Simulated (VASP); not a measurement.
Write the native input for VASP 6.6.1 that does the following.

* Task: single point
* Functional: LDA
* Potentials or basis: VASP PAW LDA potentials, release 64 (Na_pv)
* Cutoff: 520 eV
* k mesh: 9 × 9 × 9
* Occupations: fermi-dirac, width 0.05 eV
* Spin: no spin polarisation
* Dipole correction: no
* Further INCAR settings: ALGO = Fast; EDIFF = 1e-07; NBANDS = 10

The structure of Na lies in POSCAR:

```
Na
1.0
   -2.1829910528      2.1829910528      2.1829910528
    2.1829910528     -2.1829910528      2.1829910528
    2.1829910528      2.1829910528     -2.1829910528
Na
1
Direct
    0.0000000000      0.0000000000      0.0000000000
```

The input as run:

INCAR

```
PREC = Accurate ; ENCUT = 520
EDIFF = 1E-7 ; ISMEAR = -1
SIGMA = 0.05 ; LREAL = False
LASPH = True ; NELM = 60
ALGO = Fast ; ISIF = 2
LWAVE = False ; LCHARG = True
LELF = True ; LVHAR = True
NBANDS = 10
```

KPOINTS

```
Automatic mesh
0
Gamma
  9 9 9
```

Potentials or basis: VASP PAW LDA potentials, release 64 (Na_pv).

Command:

```sh
$ cat potpaw_LDA.64/Na_pv/POTCAR > POTCAR
$ mpirun -np 1 vasp_std > vasp.out
```

Results of the run:

```json
{
  "Pressure": "-1.4 GPa"
}
```

It took 5.2 s on 1 thread of Intel(R) Xeon(R) 6975P-C (Granite Rapids), with other jobs on the host, peak memory 0.13 GiB.
